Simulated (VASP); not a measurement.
Here is a VASP 6.6.1 calculation.

File INCAR:

```
ALGO = Normal ; EDIFF = 1E-6
ENCUT = 520 ; GGA = PE
ISIF = 2 ; ISMEAR = 0
LASPH = True ; LCHARG = True
LELF = True ; LREAL = False
LVHAR = True ; LWAVE = False
NBANDS = 11 ; NELM = 100
PREC = Accurate ; SIGMA = 0.01
```

The input KPOINTS:

```
k-points
0
Gamma
  4 4 4
```

POSCAR

```
MgS
1.0
    0.0000000000      2.8025680728      2.8696357606
    2.8025680728      0.0000000000      2.8696357606
    2.8025680728      2.8025680728      0.0000000000
Mg S
1 1
Direct
    0.0000000000      0.0000000000      0.0000000000
    0.2500000000      0.2500000000      0.2500000000
```

Potentials or basis: VASP PAW PBE potentials, release 64 (Mg, S).

The run is started by

```bash
$ cat potpaw_PBE.64/Mg/POTCAR potpaw_PBE.64/S/POTCAR > POTCAR
$ mpirun -np 1 vasp_std > vasp.out
```

Q: Predict the band gap on the k mesh.

A: 3.46 eV, direct.

Q: What does it give for the pressure?

A: 1.4 GPa.

Stress tensor (GPa, compression positive):
```
1.58 0.00 0.00
0.00 1.58 0.00
0.00 0.00 1.04
```

Caveat: the k points lie up to 0.48 Å⁻¹ apart; the cell differs from its parent crystal (epitaxial xy strain -1.0%). A k mesh can miss the band edges.
